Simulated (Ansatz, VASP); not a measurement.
# CrCuTe3 in VASP and in Ansatz

```xyz
5
Lattice="5.1373 0.0000 0.0000 -2.5686 4.4490 0.0000 0.0000 0.0000 6.0354" Properties=species:S:1:pos:R:3 pbc="T T T"
Cr    0.0000    0.0000    3.0177
Cu    0.0000    0.0000    0.0000
Te    2.5686    0.0000    0.0000
Te   -1.2843    2.2245    0.0000
Te    1.2843    2.2245    0.0000
```

Alike in both runs: task single point; functional PBE; k mesh 6 × 6 × 4; occupations gaussian, width 0.1 eV; collinear spin.

|  | VASP | Ansatz |
| --- | --- | --- |
| version | VASP 6.6.1 | Ansatz 0.2.0 |
| potentials or method | VASP PAW PBE potentials, release 64 (Cr_pv, Cu, Te), cutoff 520 eV | scalar-relativistic, plane waves, PAW |
| valence electrons in the cell | 41 | 81 |

Ansatz gave:

```
gap on the k mesh at the Fermi level (eV)                     : none
net moment per atom (μB)                                      : 1.07
size of the moment on the site where the two differ most (μB) : 4.48
```

Question: Estimate VASP's values.

Answer: gap on the k mesh at the Fermi level (eV): none; net moment per atom (μB): 1.07; size of the moment on the site where the two differ most (μB): 4.36.

Site moments also hang on the region over which each program counts them. A gap of «none» marks a metal or a gap that the smearing closes. With one functional, cell and mesh, what is left measures potentials, basis and numerics. VASP's potentials hold 41 valence electrons a cell and Ansatz's 81, so a difference there can come from the potentials and not from the codes.

Spin-orbit coupling is off throughout.
